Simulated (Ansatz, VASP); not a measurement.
Si4B: VASP beside Ansatz

```
CELL_PARAMETERS angstrom
4.15241 0.00000 0.00000
0.00000 4.15241 0.00000
0.00000 0.00000 4.15241
ATOMIC_POSITIONS crystal
Si 0.00000 0.50000 0.50000
Si 0.50000 0.00000 0.50000
Si 0.50000 0.50000 0.00000
Si 0.00000 0.00000 0.00000
B 0.50000 0.50000 0.50000
```

Alike in both runs: functional PBE; k mesh 4 × 4 × 4; occupations gaussian, width 0.2 eV; no spin polarisation.

Ansatz relaxed the structure, and its values are those at the end. VASP's run is a single point on that final structure, the one shown.

|  | VASP | Ansatz |
| --- | --- | --- |
| version | VASP 6.6.1 | Ansatz 0.2.0 |
| potentials or method | VASP PAW PBE potentials, release 64 (Si, B), cutoff 500 eV | scalar-relativistic, plane waves, PAW |
| valence electrons in the cell | 19 | 19 |

```csv
,VASP,Ansatz,Ansatz less VASP
gap on the k mesh at the Fermi level (eV),none,none,-
pressure (GPa),0.2,0.2,0.00
```

A gap of «none» marks a metal or a gap that the smearing closes.

The k mesh is coarse, so the values compare programs but aren't converged.
